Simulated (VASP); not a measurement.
Crystal: Sn3S5.

```xyz
8
Lattice="3.9158 0.0000 0.0000 0.0000 3.9158 0.0000 0.0000 0.0000 13.7240" Properties=species:S:1:pos:R:3 pbc="T T T"
Sn    1.9579    1.9579    1.7155
Sn    1.9579    1.9579   12.0085
Sn    0.0000    0.0000    6.8620
S     0.0000    0.0000    3.4310
S     0.0000    0.0000   10.2930
S     0.0000    0.0000    0.0000
S     1.9579    1.9579    5.1465
S     1.9579    1.9579    8.5775
```

The cell was generated, and may not be a known phase.

* Program: VASP 6.6.1
* Task: relaxation of cell and atoms
* Functional: PBE
* Potentials or basis: VASP PAW PBE potentials, release 64 (Sn_d, S)
* Cutoff: 600 eV
* k mesh: 4 × 4 × 2
* Occupations: gaussian, width 0.2 eV
* Spin: no spin polarisation

At the start: pressure -8.4 GPa; volume 26.31 Å³/atom.

Q: Where does the relaxation end?

A: Over 9 steps the energy falls by 283.7 meV/atom and the volume is 20.85 Å³/atom (-20.7 %); space group P4/mmm (No. 123, to 0.1 Å) before and after.

Step by step:
```
step  energy change (eV)  largest force (eV/Å)  pressure (GPa)  volume (Å³)
   1              0.0000                0.9732           -8.39       210.44
   2             -1.6357                1.2439           -2.34       171.20
   3             -1.7314                1.3194            0.77       161.98
   4             -1.9762                0.9277            1.11       160.76
   5             -2.1606                0.4538            2.60       158.63
   6             -2.2449                0.3171           -1.00       168.70
   7             -2.2467                0.3337           -0.58       167.31
   8             -2.2672                0.1175           -0.18       166.98
   9             -2.2698                0.0174            0.06       166.81
```

Final structure:
```yaml
crystal:
  lattice:
    - [3.55727, 0.00000, 0.00000]
    - [0.00000, 3.55727, 0.00000]
    - [0.00000, 0.00000, 13.18215]
  atoms:
    - { symbol: Sn, position: [0.50000, 0.50000, 0.14854] }
    - { symbol: Sn, position: [0.50000, 0.50000, 0.85146] }
    - { symbol: Sn, position: [0.00000, 0.00000, 0.50000] }
    - { symbol: S, position: [0.00000, 0.00000, 0.23753] }
    - { symbol: S, position: [0.00000, 0.00000, 0.76247] }
    - { symbol: S, position: [0.00000, 0.00000, 0.00000] }
    - { symbol: S, position: [0.50000, 0.50000, 0.38733] }
    - { symbol: S, position: [0.50000, 0.50000, 0.61267] }
```

Caveat: the k points lie up to 0.44 Å⁻¹ apart in the final cell, too coarse for converged energies and pressures of a metal; the volume moved by over 15 % at a fixed basis, so the end points are rough.
